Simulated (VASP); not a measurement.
Runs of VASP 6.6.1 on Pt. The structure is that of space group P6_3/mmc (No. 194), or close to it. The cells are those of the table. This isn't the form of Pt at room conditions, which is fcc.

| cell | gap on the mesh (eV) | pressure (GPa) |
| --- | --- | --- |
| a = 2.761, b = 2.761, c = 4.600 Å, angles 90.0, 90.0, 120.0°, 2 atoms | none | (a) |
| a = 2.650, b = 2.650, c = 4.409 Å, angles 90.0, 90.0, 120.0°, 2 atoms | none | (b) |
| a = 2.761, b = 2.761, c = 5.176 Å, angles 90.0, 90.0, 120.0°, 2 atoms | none | (c) |
| a = 2.650, b = 2.650, c = 5.176 Å, angles 90.0, 90.0, 120.0°, 2 atoms | none | 3.4 |
| a = 2.982, b = 2.982, c = 4.409 Å, angles 90.0, 90.0, 120.0°, 2 atoms | none | -17.1 |
| a = 2.540, b = 2.540, c = 4.792 Å, angles 90.0, 90.0, 120.0°, 2 atoms | none | 64.7 |
| a = 2.540, b = 2.540, c = 4.984 Å, angles 90.0, 90.0, 120.0°, 2 atoms | none | 50.4 |
| a = 2.761, b = 2.761, c = 4.409 Å, angles 90.0, 90.0, 120.0°, 2 atoms | none | 18.9 |

Alike in all rows: task single point; level r2SCAN; potentials or basis VASP PAW PBE potentials, release 64 (Pt); no spin polarisation; k mesh 18 × 18 × 10; cutoff (eV) 520; smearing gaussian 0.15 eV.

Problem. Fill in the values left out.

Solution. (a) 4.4; (b) 54.7; (c) -17.4.

Caveats: the PAW data sets were made with another functional, which shifts forces and pressure a little; spin-orbit coupling is left out, which moves the levels of the heavy elements; the cell stands under pressure (at least some runs); the cell stands under tension (at least some runs).

A k mesh can miss the band edges, and the runs leave out spin-orbit coupling on Pt.

A gap of «none» marks levels without a gap at the run's occupations.
